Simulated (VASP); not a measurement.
# Si3As in VASP: a series of runs

The runs below take Si3As through single point, with PBE.

Everything below comes from runs of VASP 6.6.1. Logs are shortened: lines on timing, memory, paths and dates and some standing lists are left out, and cuts for length are marked.

## 1. The cell of the first run

Symmetry: P2_1/m, No. 11, monoclinic system. The conventional cell has a = 3.594 Å, b = 6.700 Å, c = 5.703 Å, α = 90.00°, β = 99.84°, γ = 90.00°. Si (site symmetry 1) has 5 Si at 2.50 to 3.15 Å and 3 As at 2.59 to 2.79 Å within 3.3 Å. Within 3.3 Å of Si (site symmetry m) lie 6 Si at 2.50 to 2.64 Å and 1 As at 2.74 Å. As (site symmetry m) has 14 Si at 2.59 to 3.77 Å and 2 As at 3.59 Å within 3.8 Å.

## 2. Single point, PBE

Input file INCAR:

```
SYSTEM = Si3As
  PREC = Accurate
  ENCUT = 520
  EDIFF = 1E-6
  ISMEAR = 0
  SIGMA = 0.1
  LREAL = .FALSE.
  LASPH = .TRUE.
  NELM = 80
  ALGO = Normal
  ISIF = 2
  LWAVE = .FALSE.
  LCHARG = .FALSE.
  GGA = PE
  NBANDS = 27
```

Input file KPOINTS:

```
regular mesh
0
G
  6 4 4
  0 0 0
```

Input file POSCAR:

```
Si3As
1.0
    3.5939602537      0.0000000000      0.0000000000
    0.0000000000      6.6996243543      0.0000000000
   -0.9746867708      0.0000000000      5.6187104209
Si As
6 2
Direct
    0.6798270178      0.4849774979      0.7198116945
    0.6798270178      0.0150225021      0.7198116945
    0.3201729822      0.5150225021      0.2801883055
    0.3201729822      0.9849774979      0.2801883055
    0.1406660030      0.2500000000      0.5835751241
    0.8593339970      0.7500000000      0.4164248759
    0.7468613970      0.2500000000      0.1281738641
    0.2531386030      0.7500000000      0.8718261359
```

Potentials or basis: VASP PAW PBE potentials, release 64 (Si, As).

The run is started by

```
> cat potpaw_PBE.64/Si/POTCAR potpaw_PBE.64/As/POTCAR > POTCAR
> mpirun -np 1 vasp_std > vasp.out
```

OUTCAR:

```text
SYSTEM = Si3As
   PREC = Accurate
   ENCUT = 520
   EDIFF = 1E-6
   ISMEAR = 0
   LREAL = .FALSE.
   LASPH = .TRUE.
   NELM = 80
   ISIF = 2
   GGA = PE

 ion  position               nearest neighbor table
   1  0.680  0.485  0.720-   5 2.50   5 2.51   8 2.59   3 2.62   6 2.64   8 2.75   7 2.79   2 3.15

   2  0.680  0.015  0.720-   5 2.50   5 2.51   8 2.59   4 2.62   6 2.64   8 2.75   7 2.79   1 3.15

   3  0.320  0.515  0.280-   6 2.50   6 2.51   7 2.59   1 2.62   5 2.64   7 2.75   8 2.79   4 3.15

   4  0.320  0.985  0.280-   6 2.50   6 2.51   7 2.59   2 2.62   5 2.64   7 2.75   8 2.79   3 3.15

   5  0.141  0.250  0.584-   1 2.50   2 2.50   1 2.51   2 2.51   3 2.64   4 2.64   7 2.74
   6  0.859  0.750  0.416-   3 2.50   4 2.50   3 2.51   4 2.51   1 2.64   2 2.64   8 2.74
   7  0.747  0.250  0.128-   3 2.59   4 2.59   5 2.74   4 2.75   3 2.75   2 2.79   1 2.79
   8  0.253  0.750  0.872-   1 2.59   2 2.59   6 2.74   1 2.75   2 2.75   4 2.79   3 2.79

  LATTYP: Found a simple monoclinic cell.
 ALAT       =     3.5939602537
 B/A-ratio  =     1.8641342367
 C/A-ratio  =     1.5867242960
 COS(beta)  =    -0.1709189948

  Lattice vectors:

 A1 = (   3.5939602537,   0.0000000000,   0.0000000000)
 A2 = (   0.0000000000,   6.6996243543,   0.0000000000)
 A3 = (  -0.9746867708,   0.0000000000,   5.6187104209)

Analysis of symmetry for initial positions (statically):
=====================================================================
 Subroutine PRICEL returns:
 Original cell was already a primitive cell.

 Routine SETGRP: Setting up the symmetry group for a
 simple monoclinic supercell.

 Subroutine GETGRP returns: Found  4 space group operations
 (whereof  2 operations were pure point group operations)
 out of a pool of  4 trial point group operations.

The static configuration has the point symmetry S_2 .
 The point group associated with its full space group is C_2h.

Analysis of symmetry for dynamics (positions and initial velocities):
=====================================================================
 Subroutine PRICEL returns:
 Original cell was already a primitive cell.

 Routine SETGRP: Setting up the symmetry group for a
 simple monoclinic supercell.

 Subroutine GETGRP returns: Found  4 space group operations
 (whereof  2 operations were pure point group operations)
 out of a pool of  4 trial point group operations.
[... 116 lines left out ...]
   EDIFFG = 0.1E-04   stopping-criterion for IOM
   NSW    =      0    number of steps for IOM
   IBRION =     -1    ionic relax: 0-MD 1-quasi-New 2-CG
   NFREE  =      0    steps in history (QN), initial steepest desc. (CG)
   ISIF   =      2    stress and relaxation
   ISYM   =      2    0-nonsym 1-usesym 2-fastsym
   POTIM  = 0.5000    time-step for ionic-motion
   TEBEG  =    0.0;   TEEND  =   0.0 temperature during run
   PSTRESS=    0.0 pullay stress
   NELECT =      34.0000    total number of electrons
   NUPDOWN=      -1.0000    fix difference up-down
   EMIN   =  10.00;   EMAX   =-10.00  energy-range for DOS
   EFERMI =   0.00;   METHOD = LEGACY
   ISMEAR =     0;   SIGMA  =   0.10  broadening in eV -4-tet -1-fermi 0-gaus
   EFERMI_NEDOS =   21; number of points for ismear=-14 and -15
   IALGO  =     38    algorithm
   IMIX   =      4    mixing-type and parameters
     AMIX     =   0.40;   BMIX     =  1.00
     AMIX_MAG =   1.60;   BMIX_MAG =  1.00
  volume/ion in A,a.u.               =      16.91       114.12
  Fermi-wavevector in a.u.,A,eV,Ry     =   1.033113  1.952300 14.521794  1.067322
  Thomas-Fermi vector in A             =   2.167343
   LORBIT       =      0    0 simple, 1 ext, 2 COOP (PROOUT), +10 PAW based schemes
   GGA     = PE    functional components
   LHFCALC =     F    Hartree Fock is set to
   AEXX    =    0.0000 exact exchange contribution
   IVDW    =     0    specifies the selected vdW correction
   LEPSILON=     F    determine dielectric tensor
   LRPA    =     F    only Hartree local field effects (RPA)
 non-spin polarized calculation
 Gauss-broadening in eV      SIGMA  =   0.10
  energy-cutoff  :      520.00
  volume of cell :      135.29
 maximum number of plane-waves:      3669
   NGX = 13   NGY = 25   NGZ = 21

 number of electron      34.0000001 magnetization

 Free energy of the ion-electron system (eV)
  ---------------------------------------------------
  ext. energy  EPLUGINS =         0.00000000
  ---------------------------------------------------
  free energy    TOTEN  =       -39.13607740 eV

  energy without entropy =      -39.12812613  energy(sigma->0) =      -39.13210176

 E-fermi :   7.9874     XC(G=0): -10.6209

 val. band max:        7.9521861364   @ k =   0.5000   0.0000   0.5000
 cond. band min:       8.0441358048   @ k =   0.5000   0.2500   0.0000
 fundamental gap:      0.0919496685
 Fermi energy:         7.9873800661

 k-point     1 :       0.0000    0.0000    0.0000
  band No.  band energies     occupation
      1      -6.2461      2.00000
      2      -4.1408      2.00000
      3      -2.3819      2.00000
      4      -1.8683      2.00000
      5      -1.7327      2.00000
      6       1.4980      2.00000
[... 709 lines left out ...]
     26      12.5164      0.00000
     27      13.0679      0.00000

 [... further k-points ...]

------------------------ aborting loop because EDIFF is reached ----------------------------------------

  FORCE on cell =-STRESS in cart. coord.  units (eV):
  Direction    XX          YY          ZZ          XY          YZ          ZX
  --------------------------------------------------------------------------------------
  -------------------------------------------------------------------------------------
  Total        0.1168640      0.2881906      0.0184145      0.0000000      0.0000000     -0.1546433
  in kB        1.3839835      3.4129507      0.2180774      0.0000000      0.0000000     -1.8313926
  external PRESSURE =       1.6716705 kB  Pullay stress =       0.0000000 kB

 VOLUME and BASIS-vectors are now :
 -----------------------------------------------------------------------------
  energy-cutoff  :      520.00
  volume of cell :      135.29
      direct lattice vectors                 reciprocal lattice vectors
     3.593960254  0.000000000  0.000000000     0.278244591  0.000000000  0.048267539
     0.000000000  6.699624354  0.000000000     0.000000000  0.149262100  0.000000000
    -0.974686771  0.000000000  5.618710421     0.000000000  0.000000000  0.177976782

 POSITION                                       TOTAL-FORCE (eV/Angst)
 -----------------------------------------------------------------------------------
      1.74168      3.24917      4.04441        -0.008157     -0.013979     -0.046358
      1.74168      0.10065      4.04441        -0.008157      0.013979     -0.046358
      0.87759      3.45046      1.57430         0.008157      0.013979      0.046358
      0.87759      6.59898      1.57430         0.008157     -0.013979      0.046358
     -0.06325      1.67491      3.27894         0.004254      0.000000      0.017944
      2.68253      5.02472      2.33977        -0.004254     -0.000000     -0.017944
      2.55926      1.67491      0.72017        -0.012573     -0.000000      0.000515
      0.06001      5.02472      4.89854         0.012573     -0.000000     -0.000515
 -----------------------------------------------------------------------------------
    total drift:                               -0.000000     -0.000000      0.000000

  FREE ENERGIE OF THE ION-ELECTRON SYSTEM (eV)
  ---------------------------------------------------
  free  energy   TOTEN  =       -39.1360774017 eV

  energy  without entropy=      -39.1281261258  energy(sigma->0) =      -39.13210176
```

stdout:

```text
POSCAR found type information on POSCAR SiAs
 POSCAR found :  2 types and       8 ions
 scaLAPACK will be used
 LDA part: xc-table for (Slater+PW92), standard interpolation
 POSCAR, INCAR and KPOINTS ok, starting setup
 FFT: planning ... GRIDC
 FFT: planning ... GRID_SOFT
 FFT: planning ... GRID
 WAVECAR not read
 entering main loop
```

It took 3.8 min on 1 thread of Intel Xeon 8259CL, shared host; peak memory 0.29 GiB.

What came out:

```yaml
Free_energy: -39.1361 eV
Pressure: 0.2 GPa
Largest_force: 0.049 eV/Å
Band_gap_on_the_k_mesh: zero (bands 17 and 18 overlap by 3.51 eV)
```

Forces in eV/Å, atoms in the order of the input:
```
Si  -0.008 -0.014 -0.046
Si  -0.008  0.014 -0.046
Si   0.008  0.014  0.046
Si   0.008 -0.014  0.046
Si   0.004  0.000  0.018
Si  -0.004  0.000 -0.018
As  -0.013  0.000  0.001
As   0.013  0.000 -0.001
```

Levels at points of the mesh, in eV from the Fermi level:
| k point | band 13 | band 14 | band 15 | band 16 | band 17 | band 18 | band 19 | band 20 | band 21 | band 22 |
| --- | --- | --- | --- | --- | --- | --- | --- | --- | --- | --- |
| (0.00, 0.00, 0.00) | -1.27 | -1.00 | 0.09 | 0.18 | 0.40 | 0.92 | 1.25 | 1.79 | 2.00 | 2.59 |
| (0.50, 0.00, 0.00) | -4.11 | -2.95 | -1.97 | -1.78 | -1.77 | -1.73 | 0.96 | 1.04 | 2.46 | 2.93 |
| (0.00, 0.50, 0.00) | -2.22 | -2.22 | -1.34 | -1.34 | 1.16 | 1.16 | 1.66 | 1.66 | 3.07 | 3.07 |
| (0.50, 0.50, 0.00) | -3.33 | -3.33 | -3.20 | -3.20 | -0.65 | -0.65 | -0.11 | -0.11 | 1.72 | 1.72 |
| (0.00, 0.00, 0.50) | -1.78 | -1.55 | -0.23 | -0.22 | -0.18 | -0.11 | 0.20 | 0.73 | 1.21 | 1.50 |
| (0.50, 0.00, 0.50) | -3.17 | -1.57 | -0.04 | 0.22 | 0.22 | 0.29 | 0.55 | 0.81 | 1.19 | 2.22 |
| (0.00, 0.50, 0.50) | -1.81 | -1.81 | -1.64 | -1.64 | 0.66 | 0.66 | 1.05 | 1.05 | 3.28 | 3.28 |
| (0.50, 0.50, 0.50) | -2.65 | -2.65 | -2.47 | -2.47 | -2.26 | -2.26 | 0.82 | 0.82 | 1.29 | 1.29 |

## 3. Single point, PBE

Input file INCAR:

```
  PREC = Accurate
  ENCUT = 520
  EDIFF = 1E-6
  ISMEAR = 0
  SIGMA = 0.2
  LREAL = F
  LASPH = T
  NELM = 100
  ALGO = Normal
  ISIF = 2
  LWAVE = F
  LCHARG = F
  GGA = PE
  NBANDS = 27
```

Input file KPOINTS:

```
regular mesh
0
Gamma
  6 4 4
```

Input file POSCAR:

```
Si3As
1.0
   -3.5820653755      0.0029604485     -0.2921458310
   -0.5147267779      0.0010645539     -5.6793464682
   -0.0036822887     -6.6996233394     -0.0001999101
Si As
6 2
Direct
    0.3201729822      0.7198116945      0.7348755350
    0.3210231970      0.7183868654      0.2647594866
    0.6785135234      0.2816684370      0.7652018804
    0.6803432845      0.2799060598      0.2351676430
    0.8593339970      0.5835751241      0.4999847437
    0.1407259050      0.4164797244      0.0002075190
    1.2531386030      0.1281738641      0.4998980372
    0.7467485079     -0.1280017692      0.9999051551
```

Potentials or basis: VASP PAW PBE potentials, release 64 (Si, As).

The run is started by

```
> cat potpaw_PBE.64/Si/POTCAR potpaw_PBE.64/As/POTCAR > POTCAR
> mpirun -np 1 vasp_std > vasp.out
```

It took 4.3 min on 1 thread of Intel Xeon 8259CL, shared host; peak memory 0.31 GiB.

The run converged. Its results:

```
Free energy            : -39.1524 eV
Pressure               : 0.2 GPa
Largest force          : 0.017 eV/Å
Band gap on the k mesh : zero (bands 17 and 18 overlap by 3.50 eV)
```

Forces in eV/Å, atoms in the order of the input:
```
Si  -0.005  0.007  0.010
Si  -0.008 -0.009  0.009
Si   0.003 -0.004 -0.008
Si   0.008  0.007 -0.013
Si   0.004  0.000 -0.011
Si  -0.002  0.001  0.012
As  -0.007 -0.003  0.011
As   0.007  0.002 -0.010
```

Stress tensor (GPa, compression positive):
```
0.28 0.02 0.03
0.02 0.17 0.00
0.03 0.00 0.12
```

Levels at points of the mesh, in eV from the Fermi level:
| k point | band 14 | band 15 | band 16 | band 17 | band 18 | band 19 | band 20 | band 21 |
| --- | --- | --- | --- | --- | --- | --- | --- | --- |
| (0.00, 0.00, 0.00) | -0.99 | 0.08 | 0.18 | 0.39 | 0.93 | 1.25 | 1.80 | 2.01 |
| (0.50, 0.00, 0.00) | -2.94 | -1.97 | -1.77 | -1.76 | -1.72 | 0.96 | 1.04 | 2.46 |
| (0.00, 0.50, 0.00) | -1.54 | -0.23 | -0.22 | -0.18 | -0.10 | 0.20 | 0.73 | 1.22 |
| (0.50, 0.50, 0.00) | -1.57 | -0.04 | 0.21 | 0.22 | 0.30 | 0.55 | 0.81 | 1.19 |
| (0.00, 0.00, 0.50) | -2.22 | -1.34 | -1.34 | 1.15 | 1.16 | 1.66 | 1.67 | 3.08 |
| (0.50, 0.00, 0.50) | -3.33 | -3.20 | -3.20 | -0.64 | -0.64 | -0.11 | -0.10 | 1.72 |
| (0.00, 0.50, 0.50) | -1.81 | -1.64 | -1.64 | 0.66 | 0.66 | 1.06 | 1.06 | 3.29 |
| (0.50, 0.50, 0.50) | -2.64 | -2.46 | -2.46 | -2.26 | -2.26 | 0.83 | 0.83 | 1.29 |
